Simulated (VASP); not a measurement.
The system is Ir.

```
Ir
1.0
     2.60538    0.00000    0.00000
    -1.30269    2.25633    0.00000
     0.00000    0.00000    4.22413
Ir
2
Direct
  0.66667 0.33333 0.75000
  0.33333 0.66667 0.25000
```

Base run:

| Property | Result |
| --- | --- |
| Program | VASP 6.6.1 |
| Functional | PBEsol |
| Potentials or basis | VASP PAW PBE potentials, release 64 (Ir) |
| Cutoff | 520 eV |
| k mesh | 21 × 21 × 12 |
| Occupations | gaussian, width 0.15 eV |
| Spin | collinear spin, ferromagnetic start |
| Starting moments | [0.6, 0.6] μB |
| Fixed moment | 1.2 μB |

Its results: pressure 74.4 GPa; site moments Ir +0.58 μB.

Question: The run is repeated on the same cell with these changes: fixed moment from 1.2 μB to 0.4 μB; moments at the start from [0.6, 0.6] to [0.2, 0.2]. What comes out?

Answer: Pressure 70.7 GPa; site moments Ir +0.19 μB.

Caveats: the PAW data sets were made with another functional, which shifts forces and pressure a little; the total moment is fixed, so each spin has its own Fermi level.
